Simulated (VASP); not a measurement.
# RbGe5 (P6/mmm) in VASP: further runs

Runs on RbGe5. Level: PBE. Tasks: single point, relaxation of cell and atoms.

All numbers are computed with VASP 6.6.1; they aren't measurements. Logs are shortened: lines on timing, memory, paths and dates and some standing lists are left out, and cuts for length are marked.

## 1. The cell of the first run

The structure is hexagonal, space group P6/mmm (No. 191). The conventional cell has a = 4.212 Å, b = 4.212 Å, c = 9.534 Å, α = 90.00°, β = 90.00°, γ = 120.00°. Rb (site symmetry 6/mmm) has 6 Rb at 4.21 Å and 14 Ge at 4.36 to 4.77 Å within 5.5 Å. Ge (site symmetry 3m) has 7 Ge at 2.30 to 2.69 Å within 3.0 Å. Within 3.5 Å of Ge (site symmetry 6/mmm) lie 12 Ge at 2.69 Å.

The cell was generated, and may not be a known phase.

## 2. Single point, PBE

Input file INCAR:

```
SYSTEM = RbGe5
PREC     = Accurate       ! precision mode
ENCUT    = 520            ! plane-wave cutoff, eV
EDIFF    = 1E-6           ! SCF threshold, eV
ISMEAR   = 0              ! smearing method
SIGMA    = 0.1            ! smearing width, eV
LREAL    = .FALSE.        ! projectors in reciprocal space
LASPH    = .TRUE.         ! aspherical terms in the spheres
NELM     = 60             ! most SCF steps
ALGO     = Normal         ! electronic algorithm
ISIF     = 2              ! what is computed and relaxed
LWAVE    = .FALSE.        ! write WAVECAR
LCHARG   = .FALSE.        ! write CHGCAR
GGA      = PE             ! functional
NBANDS   = 48             ! bands
```

Input file KPOINTS:

```
Automatic mesh
0
G
  6 6 2
  0 0 0
```

Input file POSCAR:

```
RbGe5
1.0
    4.2118884900      0.0000000000      0.0000000000
   -2.1059442500      3.6476024300      0.0000000000
    0.0000000000      0.0000000000      9.5338202500
Rb Ge
1 5
Direct
    0.0000000000      0.0000000000      0.0000000000
    0.3333333300      0.6666666700      0.3793514700
    0.3333333300      0.6666666700      0.6206485300
    0.6666666700      0.3333333300      0.6206485300
    0.6666666700      0.3333333300      0.3793514700
    0.0000000000      0.0000000000      0.5000000000
```

Potentials or basis: VASP PAW PBE potentials, release 64 (Rb_sv, Ge_d).

On the command line:

```console
$ cat potpaw_PBE.64/Rb_sv/POTCAR potpaw_PBE.64/Ge_d/POTCAR > POTCAR
$ mpirun -np 1 vasp_std > vasp.out
```

OUTCAR:

```text
SYSTEM = RbGe5
   PREC = Accurate
   ENCUT = 520
   EDIFF = 1E-6
   ISMEAR = 0
   LREAL = .FALSE.
   LASPH = .TRUE.
   NELM = 60
   ISIF = 2
   GGA = PE

 ion  position               nearest neighbor table
   1  0.000  0.000  0.000-   2 4.36   3 4.36   4 4.36   5 4.36   4 4.36   5 4.36   2 4.36   3 4.36
                             4 4.36   5 4.36   2 4.36   3 4.36
   2  0.333  0.667  0.379-   3 2.30   5 2.43   5 2.43   5 2.43   6 2.69   6 2.69   6 2.69   1 4.36
                             1 4.36   1 4.36
   3  0.333  0.667  0.621-   2 2.30   4 2.43   4 2.43   4 2.43   6 2.69   6 2.69   6 2.69   1 4.36
                             1 4.36   1 4.36
   4  0.667  0.333  0.621-   5 2.30   3 2.43   3 2.43   3 2.43   6 2.69   6 2.69   6 2.69   1 4.36
                             1 4.36   1 4.36
   5  0.667  0.333  0.379-   4 2.30   2 2.43   2 2.43   2 2.43   6 2.69   6 2.69   6 2.69   1 4.36
                             1 4.36   1 4.36
   6  0.000  0.000  0.500-   2 2.69   3 2.69   4 2.69   5 2.69   4 2.69   5 2.69   2 2.69   3 2.69
                             4 2.69   5 2.69   2 2.69   3 2.69

  LATTYP: Found a hexagonal cell.
 ALAT       =     4.2118884900
 C/A-ratio  =     2.2635500139

  Lattice vectors:

 A1 = (   4.2118884900,   0.0000000000,   0.0000000000)
 A2 = (  -2.1059442500,   3.6476024300,   0.0000000000)
 A3 = (   0.0000000000,   0.0000000000,   9.5338202500)

Analysis of symmetry for initial positions (statically):
=====================================================================
 Subroutine PRICEL returns:
 Original cell was already a primitive cell.

 Routine SETGRP: Setting up the symmetry group for a
 hexagonal supercell.

 Subroutine GETGRP returns: Found 24 space group operations
 (whereof 24 operations were pure point group operations)
 out of a pool of 24 trial point group operations.

The static configuration has the point symmetry D_6h.

Analysis of symmetry for dynamics (positions and initial velocities):
=====================================================================
 Subroutine PRICEL returns:
 Original cell was already a primitive cell.

 Routine SETGRP: Setting up the symmetry group for a
 hexagonal supercell.

 Subroutine GETGRP returns: Found 24 space group operations
 (whereof 24 operations were pure point group operations)
 out of a pool of 24 trial point group operations.

The dynamic configuration has the point symmetry D_6h.

 Subroutine INISYM returns: Found 24 space group operations
 (whereof 24 operations are pure point group operations),
 and found     1 'primitive' translations

----------------------------------------------------------------------------------------

                                     Primitive cell

  volume of cell :     146.4709

  direct lattice vectors                    reciprocal lattice vectors
     4.211888490  0.000000000  0.000000000     0.237423190  0.137076343  0.000000000
    -2.105944250  3.647602430  0.000000000     0.000000000  0.274152685  0.000000000
     0.000000000  0.000000000  9.533820250     0.000000000  0.000000000  0.104889748

  length of vectors
     4.211888490  4.211888492  9.533820250     0.274152685  0.274152685  0.104889748

  position of ions in fractional coordinates (direct lattice)
     0.000000000  0.000000000  0.000000000
     0.333333330  0.666666670  0.379351470
     0.333333330  0.666666670  0.620648530
     0.666666670  0.333333330  0.620648530
     0.666666670  0.333333330  0.379351470
     0.000000000  0.000000000  0.500000000

  ion indices of the primitive-cell ions
   primitive index   ion index
                 1           1
                 2           2
                 3           3
                 4           4
                 5           5
                 6           6

----------------------------------------------------------------------------------------

 KPOINTS: Automatic mesh

Automatic generation of k-mesh.
 Grid dimensions read from file:
 generate k-points for:    6    6    2

 Generating k-lattice:

  Cartesian coordinates                     Fractional coordinates (reciprocal lattice)
     0.039570532  0.022846057  0.000000000     0.166666667  0.000000000  0.000000000
     0.000000000  0.045692114  0.000000000     0.000000000  0.166666667  0.000000000
     0.000000000  0.000000000  0.052444874     0.000000000  0.000000000  0.500000000

  Length of vectors
     0.045692114  0.045692114  0.052444874

  Shift w.r.t. Gamma in fractional coordinates (k-lattice)
     0.000000000  0.000000000  0.000000000

 Subroutine IBZKPT returns following result:
 ===========================================

 Found     14 irreducible k-points:

 Following reciprocal coordinates:
            Coordinates               Weight
  0.000000  0.000000  0.000000      1.000000
  0.166667  0.000000  0.000000      6.000000
  0.333333 -0.000000  0.000000      6.000000
  0.500000  0.000000  0.000000      3.000000
  0.166667  0.166667  0.000000      6.000000
  0.333333  0.166667  0.000000     12.000000
  0.333333  0.333333  0.000000      2.000000
  0.000000  0.000000  0.500000      1.000000
  0.166667  0.000000  0.500000      6.000000
  0.333333 -0.000000  0.500000      6.000000
  0.500000  0.000000  0.500000      3.000000
  0.166667  0.166667  0.500000      6.000000
  0.333333  0.166667  0.500000     12.000000
  0.333333  0.333333  0.500000      2.000000
   k-points           NKPTS =     14   k-points in BZ     NKDIM =     14   number of bands    NBANDS=     48
   number of dos      NEDOS =    301   number of ions     NIONS =      6
   total plane-waves  NPLWV =  73728
   dimension x,y,z NGX =    32 NGY =   32 NGZ =   72
   dimension x,y,z NGXF=    64 NGYF=   64 NGZF=  144
   ions per type =               1   5
   NGX,Y,Z   is equivalent  to a cutoff of  12.63, 12.63, 12.55 a.u.
   NGXF,Y,Z  is equivalent  to a cutoff of  25.26, 25.26, 25.11 a.u.
 SYSTEM =  RbGe5
   PREC   = accura    normal or accurate (medium, high low for compatibility)
   ISTART =      0    job   : 0-new  1-cont  2-samecut
   ICHARG =      2    charge: 1-file 2-atom 10-const
   ISPIN  =      1    spin polarized calculation?
   LNONCOLLINEAR =      F non collinear calculations
   LSORBIT =      F    spin-orbit coupling
   LASPH  =      T    aspherical Exc in radial PAW
   ENCUT  =  520.0 eV  38.22 Ry    6.18 a.u.   7.83  7.83 17.73*2*pi/ulx,y,z
   NELM   =     60;   NELMIN=  2; NELMDL= -5     # of ELM steps
   EDIFF  = 0.1E-05   stopping-criterion for ELM
   LREAL  =      F    real-space projection
   EDIFFG = 0.1E-04   stopping-criterion for IOM
   NSW    =      0    number of steps for IOM
   IBRION =     -1    ionic relax: 0-MD 1-quasi-New 2-CG
   NFREE  =      0    steps in history (QN), initial steepest desc. (CG)
   ISIF   =      2    stress and relaxation
   ISYM   =      2    0-nonsym 1-usesym 2-fastsym
   POTIM  = 0.5000    time-step for ionic-motion
   TEBEG  =    0.0;   TEEND  =   0.0 temperature during run
   PSTRESS=    0.0 pullay stress
   NELECT =      79.0000    total number of electrons
   NUPDOWN=      -1.0000    fix difference up-down
   EMIN   =  10.00;   EMAX   =-10.00  energy-range for DOS
   EFERMI =   0.00;   METHOD = LEGACY
   ISMEAR =     0;   SIGMA  =   0.10  broadening in eV -4-tet -1-fermi 0-gaus
   EFERMI_NEDOS =   21; number of points for ismear=-14 and -15
   IALGO  =     38    algorithm
   IMIX   =      4    mixing-type and parameters
     AMIX     =   0.40;   BMIX     =  1.00
     AMIX_MAG =   1.60;   BMIX_MAG =  1.00
  volume/ion in A,a.u.               =      24.41       164.74
  Fermi-wavevector in a.u.,A,eV,Ry     =   1.332601  2.518250 24.161567  1.775825
  Thomas-Fermi vector in A             =   2.461523
   LORBIT       =      0    0 simple, 1 ext, 2 COOP (PROOUT), +10 PAW based schemes
   GGA     = PE    functional components
   LHFCALC =     F    Hartree Fock is set to
   AEXX    =    0.0000 exact exchange contribution
   IVDW    =     0    specifies the selected vdW correction
   LEPSILON=     F    determine dielectric tensor
   LRPA    =     F    only Hartree local field effects (RPA)
 non-spin polarized calculation
 Gauss-broadening in eV      SIGMA  =   0.10
  energy-cutoff  :      520.00
  volume of cell :      146.47
 maximum number of plane-waves:      3965
 NGX is ok and might be reduce to    32
   NGX = 15   NGY = 15   NGZ = 35

 number of electron      78.9999996 magnetization

 Free energy of the ion-electron system (eV)
  ---------------------------------------------------
  ext. energy  EPLUGINS =         0.00000000
  ---------------------------------------------------
  free energy    TOTEN  =       -18.94948709 eV

  energy without entropy =      -18.92399368  energy(sigma->0) =      -18.93674038

 E-fermi :   4.9947     XC(G=0):  -9.3210

 val. band max:        4.9625073100   @ k =   0.3333  -0.0000   0.5000
 cond. band min:       5.0121332028   @ k =   0.1667   0.0000   0.5000
 fundamental gap:      0.0496258928
 Fermi energy:         4.9947424458

 k-point     1 :       0.0000    0.0000    0.0000
  band No.  band energies     occupation
      1     -23.9109      2.00000
      2     -20.1011      2.00000
      3     -20.0743      2.00000
      4     -20.0743      2.00000
      5     -19.9940      2.00000
      6     -19.9940      2.00000
[... 40 lines left out ...]
     47       7.6640      0.00000
     48       9.2214      0.00000

 k-point     2 :       0.1667    0.0000    0.0000
  band No.  band energies     occupation
      1     -23.9037      2.00000
      2     -20.0955      2.00000
      3     -20.0641      2.00000
      4     -20.0546      2.00000
      5     -20.0138      2.00000
      6     -20.0070      2.00000
[... 40 lines left out ...]
     47       8.8076      0.00000
     48       9.2574      0.00000

 k-point     3 :       0.3333   -0.0000    0.0000
  band No.  band energies     occupation
      1     -23.8891      2.00000
      2     -20.0871      2.00000
      3     -20.0410      2.00000
      4     -20.0346      2.00000
      5     -20.0289      2.00000
      6     -20.0125      2.00000
[... 550 lines left out ...]
     47       9.4557      0.00000
     48       9.7817      0.00000

 k-point    14 :       0.3333    0.3333    0.5000
  band No.  band energies     occupation
      1     -23.8782      2.00000
      2     -20.0649      2.00000
      3     -20.0625      2.00000
      4     -20.0625      2.00000
      5     -20.0275      2.00000
      6     -20.0247      2.00000
[... 40 lines left out ...]
     47       8.8883      0.00000
     48       9.2884      0.00000

------------------------ aborting loop because EDIFF is reached ----------------------------------------

  FORCE on cell =-STRESS in cart. coord.  units (eV):
  Direction    XX          YY          ZZ          XY          YZ          ZX
  --------------------------------------------------------------------------------------
  -------------------------------------------------------------------------------------
  Total       22.6696607     22.6696607     13.9758624     -0.0000000      0.0000000     -0.0000000
  in kB      247.9729344    247.9729343    152.8754955     -0.0000003      0.0000000     -0.0000000
  external PRESSURE =     216.2737881 kB  Pullay stress =       0.0000000 kB

 VOLUME and BASIS-vectors are now :
 -----------------------------------------------------------------------------
  energy-cutoff  :      520.00
  volume of cell :      146.47
      direct lattice vectors                 reciprocal lattice vectors
     4.211888490  0.000000000  0.000000000     0.237423190  0.137076343  0.000000000
    -2.105944250  3.647602430  0.000000000     0.000000000  0.274152685  0.000000000
     0.000000000  0.000000000  9.533820250     0.000000000  0.000000000  0.104889748

 POSITION                                       TOTAL-FORCE (eV/Angst)
 -----------------------------------------------------------------------------------
      0.00000      0.00000      0.00000         0.000000      0.000000      0.000000
     -0.00000      2.43173      3.61667        -0.000000      0.000000     -3.712213
     -0.00000      2.43173      5.91715         0.000000      0.000000      3.712213
      2.10594      1.21587      5.91715         0.000000      0.000000      3.712213
      2.10594      1.21587      3.61667         0.000000      0.000000     -3.712213
      0.00000      0.00000      4.76691         0.000000      0.000000      0.000000
 -----------------------------------------------------------------------------------
    total drift:                               -0.000000      0.000000      0.000000

  FREE ENERGIE OF THE ION-ELECTRON SYSTEM (eV)
  ---------------------------------------------------
  free  energy   TOTEN  =       -18.9494870945 eV

  energy  without entropy=      -18.9239936753  energy(sigma->0) =      -18.93674038
```

Run time: 71 s. Hardware: 1 thread of Intel Xeon 6975P-C (Granite Rapids), shared host; peak memory 0.28 GiB.

What came out:

* Free energy: -18.9495 eV
* Pressure: 21.6 GPa
* Largest force: 3.712 eV/Å
* Band gap on the k mesh: zero (an odd number of electrons rules out a gap without spin polarisation)

Forces on the atoms (eV/Å):
```
Rb   0.000  0.000  0.000
Ge   0.000  0.000 -3.712
Ge   0.000  0.000  3.712
Ge   0.000  0.000  3.712
Ge   0.000  0.000 -3.712
Ge   0.000  0.000  0.000
```

Caveat: the stress differs along the axes, from 15 to 25 GPa; forces of over 1 eV/Å act on the atoms, so gaps and moduli don't describe the material at rest.

(Part 1 of 2 ends here.)

The gap in the log of VASP goes by the Fermi energy; the results here count the filled bands.